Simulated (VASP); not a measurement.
# Sc (I4/mmm) in VASP: further runs, part 3 of 3

VASP 6.6.1. Earlier steps stand in the parts before.

### Step 4. Relaxation of cell and atoms, PBE+D4

Input file INCAR:

```
PREC = Accurate
ENCUT = 600
EDIFF = 1E-6
ISMEAR = -1
SIGMA = 0.05
LREAL = F
LASPH = T
NELM = 100
ALGO = Normal
ISIF = 3
LWAVE = F
LCHARG = F
GGA = PE
IVDW = 13
IBRION = 2
NSW = 80
EDIFFG = -0.02
```

Input file KPOINTS:

```
Automatic mesh
0
Gamma
  10 10 10
```

Input file POSCAR:

```
Sc
1.0
   -1.9172054859      1.9172054859      1.7176030000
    1.9172054859     -1.9172054859      1.7176030000
    1.9172054859      1.9172054859     -1.7176030000
Sc
1
Direct
    0.0000000000      0.0000000000      0.0000000000
```

Potentials or basis: VASP PAW PBE potentials, release 64 (Sc_sv).

On the command line:

```bash
cat potpaw_PBE.64/Sc_sv/POTCAR > POTCAR
mpirun -np 1 vasp_std > vasp.out
```

Wall time 2.8 min (1 thread of Intel Xeon Platinum 8259CL at 2.50GHz (Skylake/Cascade Lake), shared host); peak memory 0.19 GiB.

Results (log left out):

```yaml
Free_energy: -6.4229 eV
Relaxed_volume: 24.13 Å³/atom
Relaxed_cell: a = 3.153 Å, b = 3.153 Å, c = 3.153 Å, α = 109.52°, β = 109.52°, γ = 109.37°
Space_group_after_relaxing_to_0.05_Å: Im-3m (No. 229)
Energy_gained_by_relaxing: 12.9 meV/atom
Ionic_steps: 11
Pressure_after_relaxing: 0.0 GPa
Dispersion_energy_per_atom: -0.272 eV
```

The path:
```csv
step,energy change (eV),largest force (eV/Å),pressure (GPa),volume (Å³)
1,0.0000,0.0000,-2.32,25.25
2,-0.0091,0.0000,0.38,23.94
3,-0.0092,0.0000,0.10,24.07
4,-0.0099,0.0000,0.10,24.07
5,-0.0114,0.0000,0.08,24.08
6,-0.0128,0.0000,0.11,24.08
7,-0.0129,0.0000,0.13,24.08
8,-0.0129,0.0000,0.13,24.07
9,-0.0129,0.0000,0.17,24.06
10,-0.0124,0.0000,-0.56,24.39
11,-0.0129,0.0000,0.02,24.13
```

Final structure:
```
Sc
1.0
    -1.81930    1.81930    1.82274
     1.81930   -1.81930    1.82274
     1.81930    1.81930   -1.82274
Sc
1
Direct
  0.00000 0.00000 0.00000
```

Levels at points of the mesh, in eV from the Fermi level:
```csv
k point,band 2,band 3,band 4,band 5,band 6,band 7,band 8,band 9
"(0.00, 0.00, 0.00)",-27.93,-27.93,-27.93,-5.28,1.48,1.48,1.49,2.93
"(0.50, 0.00, 0.00)",-28.35,-28.07,-27.93,-1.81,0.28,0.49,2.89,3.23
"(0.50, 0.50, 0.00)",-28.35,-28.07,-27.94,-1.81,0.27,0.50,2.91,3.24
"(0.50, 0.50, 0.50)",-28.23,-28.23,-28.23,-1.27,-1.27,3.96,3.96,3.96
```

Caveat: pairwise dispersion overbinds metals, which lowers pressure and volume.

### Step 5. Relaxation of cell and atoms, LDA+U

Input file INCAR:

```
PREC = Accurate ; ENCUT = 600
EDIFF = 1E-6 ; ISMEAR = 0
SIGMA = 0.05 ; LREAL = False
LASPH = True ; NELM = 150
ALGO = Normal ; ISIF = 3
LWAVE = False ; LCHARG = False
LMAXMIX = 4 ; LDAU = True
LDAUTYPE = 2 ; LDAUL = 2
LDAUU = 2 ; LDAUJ = 0
LDAUPRINT = 1 ; GGA = CA
IBRION = 2 ; NSW = 80
EDIFFG = -0.01
```

Input file KPOINTS:

```
regular mesh
0
Gamma
  10 10 10
```

POSCAR is that of step 4.

Potentials or basis: VASP PAW LDA potentials, release 64 (Sc_sv).

On the command line:

```bash
cat potpaw_LDA.64/Sc_sv/POTCAR > POTCAR
mpirun -np 1 vasp_std > vasp.out
```

OUTCAR:

```text
PREC = Accurate
   ENCUT = 600
   EDIFF = 1E-6
   ISMEAR = 0
   LREAL = False
   LASPH = True
   NELM = 150
   ISIF = 3
   GGA = CA
   IBRION = 2
   NSW = 80
   EDIFFG = -0.01

 ion  position               nearest neighbor table
   1  0.000  0.000  0.000-

  LATTYP: Found a body centered tetragonal cell.
 ALAT       =     3.8344109718
 C/A-ratio  =     0.8958888406

  Lattice vectors:

 A1 = (  -1.9172054859,   1.9172054859,   1.7176030000)
 A2 = (   1.9172054859,  -1.9172054859,   1.7176030000)
 A3 = (   1.9172054859,   1.9172054859,  -1.7176030000)

Analysis of symmetry for initial positions (statically):
=====================================================================
 Subroutine PRICEL returns:
 Original cell was already a primitive cell.

 Routine SETGRP: Setting up the symmetry group for a
 body centered tetragonal supercell.

 Subroutine GETGRP returns: Found 16 space group operations
 (whereof 16 operations were pure point group operations)
 out of a pool of 16 trial point group operations.
[... 474 lines left out ...]
  o =  0.1288  v =  0.0000  0.0000  1.0000 -0.0000 -0.0000  0.0000  0.0000  0.0000  0.0000  0.0000      0.0000  0.0000  0.0000  0.0000  0.0000  0.0000  0.0000  0.0000  0.0000  0.0000
  o =  0.1290  v =  0.0000  0.0000  0.0000  0.0000  0.0000  0.0000  0.0000  0.0000 -0.0000  1.0000      0.0000  0.0000  0.0000  0.0000  0.0000  0.0000  0.0000  0.0000  0.0000  0.0000
  o =  0.1290  v =  0.0000  0.0000  0.0000 -0.0000  1.0000  0.0000  0.0000  0.0000  0.0000  0.0000      0.0000  0.0000  0.0000  0.0000  0.0000  0.0000  0.0000  0.0000  0.0000  0.0000

--------------------------------------- Ionic step        9  -------------------------------------------

 number of electron      10.9999999 magnetization

 Free energy of the ion-electron system (eV)
  ---------------------------------------------------
  ext. energy  EPLUGINS =         0.00000000
  ---------------------------------------------------
  free energy    TOTEN  =        -5.71891865 eV

  energy without entropy =       -5.71628954  energy(sigma->0) =       -5.71760409

 E-fermi :   3.9498     XC(G=0): -10.2458

 val. band max:        3.9451919531   @ k =  -0.3000   0.3000   0.3000
 cond. band min:       3.9796121162   @ k =  -0.1000   0.5000   0.1000
 fundamental gap:      0.0344201631
 Fermi energy:         3.9497575132

 k-point     1 :       0.0000    0.0000    0.0000
  band No.  band energies     occupation
      1     -45.6395      2.00000
      2     -24.3542      2.00000
      3     -24.3540      2.00000
      4     -24.3540      2.00000
      5      -1.5683      2.00000
      6       5.5673      0.00000
      7       5.5673      0.00000
      8       5.5739      0.00000
      9       6.9476      0.00000
[... 265 lines left out ...]
 k-point    24 :       0.4000    0.3000   -0.0000
  band No.  band energies     occupation
      1     -45.5620      2.00000
      2     -24.6778      2.00000
      3     -24.5955      2.00000
      4     -24.4044      2.00000
      5       3.1886      2.00000
      6       3.6819      2.00000
      7       4.0132      0.07286
      8       7.0158      0.00000
      9       7.2414      0.00000

 [... further k-points ...]
[... 5 lines left out ...]
  --------------------------------------------------------------------------------------
  -------------------------------------------------------------------------------------
  Total       -0.0035103     -0.0035103     -0.0063664      0.0000000      0.0000000      0.0000000
  in kB       -0.2313970     -0.2313970     -0.4196713      0.0000000      0.0000000      0.0000000
  external PRESSURE =      -0.2941551 kB  Pullay stress =       0.0000000 kB
[... 16 lines left out ...]
  FREE ENERGIE OF THE ION-ELECTRON SYSTEM (eV)
  ---------------------------------------------------
  free  energy   TOTEN  =        -5.7189186452 eV

  energy  without entropy=       -5.7162895357  energy(sigma->0) =       -5.71760409

 reached required accuracy - stopping structural energy minimisation
```

CONTCAR:

```text
Sc
   1.00000000000000
    -1.8241590512495662    1.8241590512495662    1.8260370154927361
     1.8241590512495662   -1.8241590512495662    1.8260370154927361
     1.8241590512495662    1.8241590512495662   -1.8260370154927361
  Sc
     1
Direct
     0.0000000000000000    0.0000000000000000    0.0000000000000000

  0.00000000E+00  0.00000000E+00  0.00000000E+00
```

Run time: 2.3 min. Hardware: 1 thread of Intel Xeon Platinum 8259CL at 2.50GHz (Skylake/Cascade Lake), shared host; peak memory 0.17 GiB.

Results:

| Property | Result |
| --- | --- |
| Free energy | -5.7189 eV |
| Relaxed volume | 24.30 Å³/atom |
| Relaxed cell | a = 3.161 Å, b = 3.161 Å, c = 3.161 Å, α = 109.50°, β = 109.50°, γ = 109.42° |
| Space group after relaxing (to 0.05 Å) | Im-3m (No. 229) |
| Energy gained by relaxing | 14.4 meV/atom |
| Ionic steps | 9 |
| Pressure after relaxing | 0.0 GPa |

The path:
```csv
step,energy change (eV),largest force (eV/Å),pressure (GPa),volume (Å³)
1,0.0000,0.0000,-2.00,25.25
2,-0.0077,0.0000,0.55,24.12
3,-0.0078,0.0000,0.26,24.23
4,-0.0091,0.0000,0.22,24.26
5,-0.0120,0.0000,-0.03,24.35
6,-0.0142,0.0000,-0.41,24.47
7,-0.0142,0.0000,-0.42,24.46
8,-0.0132,0.0000,0.92,23.94
9,-0.0144,0.0000,-0.03,24.30
```

Final structure:
```cif
data_structure
_symmetry_space_group_name_H-M 'P 1'
_symmetry_Int_Tables_number 1
_cell_length_a 3.1606
_cell_length_b 3.1606
_cell_length_c 3.1606
_cell_angle_alpha 109.499
_cell_angle_beta 109.499
_cell_angle_gamma 109.416
_cell_volume 24.30
loop_
_atom_site_label
_atom_site_type_symbol
_atom_site_fract_x
_atom_site_fract_y
_atom_site_fract_z
_atom_site_occupancy
Sc1 Sc 0.00000 0.00000 0.00000 1
```

Eigenvalues of the final occupation matrices:
```tsv
site	spin	trace	eigenvalues
site 1 d	1	0.45	0.06 0.06 0.06 0.13 0.13
site 1 d	2	0.45	0.06 0.06 0.06 0.13 0.13
```

Caveat: U without spin polarisation on a metal has little footing; the U is typed as a test and isn't derived for this compound.

### Step 6. Overview

```tsv
task	level	potentials or basis	U	cell	cutoff (eV)	smearing	gap on the mesh (eV)	pressure (GPa)	relaxed volume (Å³/atom)
single point	PBE	VASP PAW PBE potentials, release 64 (Sc_sv)	-	a = 3.210 Å, angles 106.6, 106.6, 115.3°, 1 atom	520	gaussian 0.02 eV	none	-0.8	-
single point	LDA+U	VASP PAW LDA potentials, release 64 (Sc_sv)	Sc d U = 2.0 eV	a = 3.158 Å, angles 107.6, 107.6, 113.4°, 1 atom	520	gaussian 0.05 eV	none	0.4	-
relaxation of cell and atoms	PBE+D4	VASP PAW PBE potentials, release 64 (Sc_sv)	-	relaxed from a = 3.210 Å, angles 106.6, 106.6, 115.3°, 1 atom	600	fermi-dirac 0.05 eV	none	0.0	24.13
relaxation of cell and atoms	LDA+U	VASP PAW LDA potentials, release 64 (Sc_sv)	Sc d U = 2.0 eV	relaxed from a = 3.210 Å, angles 106.6, 106.6, 115.3°, 1 atom	600	gaussian 0.05 eV	none	0.0	24.30
```

Alike in all rows: no spin polarisation; k mesh 10 × 10 × 10.

Caveats: U without spin polarisation on a metal has little footing (some runs); the U is typed as a test and isn't derived for this compound (some runs); pairwise dispersion overbinds metals, which lowers pressure and volume (some runs).

Absolute energies hang on the potentials; compare differences alone.
